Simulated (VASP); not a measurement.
A run of VASP 6.6.1 is set up as follows.

File INCAR:

```
SYSTEM = LiF
PREC = Accurate
ENCUT = 520
EDIFF = 1E-6
ISMEAR = 0
SIGMA = 0.02
LREAL = .False.
LASPH = .True.
NELM = 100
ALGO = Fast
ISIF = 2
LWAVE = .False.
LCHARG = .False.
GGA = PE
NBANDS = 12
```

Contents of KPOINTS:

```
regular mesh
0
Gamma
  8 8 6
  0 0 0
```

POSCAR

```
LiF
1.0
    2.6950672281      0.0000000000      0.0000000000
    0.0000000000      2.6950672281      0.0000000000
    0.0000000000      0.0000000000      4.4518834996
Li F
1 1
Direct
    0.0000000000      0.0000000000      0.0000000000
    0.5000000000      0.5000000000      0.0000000000
```

Potentials or basis: VASP PAW PBE potentials, release 64 (Li_sv, F).

Launch:

```sh
$ cat potpaw_PBE.64/Li_sv/POTCAR potpaw_PBE.64/F/POTCAR > POTCAR
$ mpirun -np 1 vasp_std > vasp.out
```

Q: Estimate the band gap on the k mesh.

A: 5.77 eV (least direct gap 6.14 eV).

 A k mesh can miss the band edges.
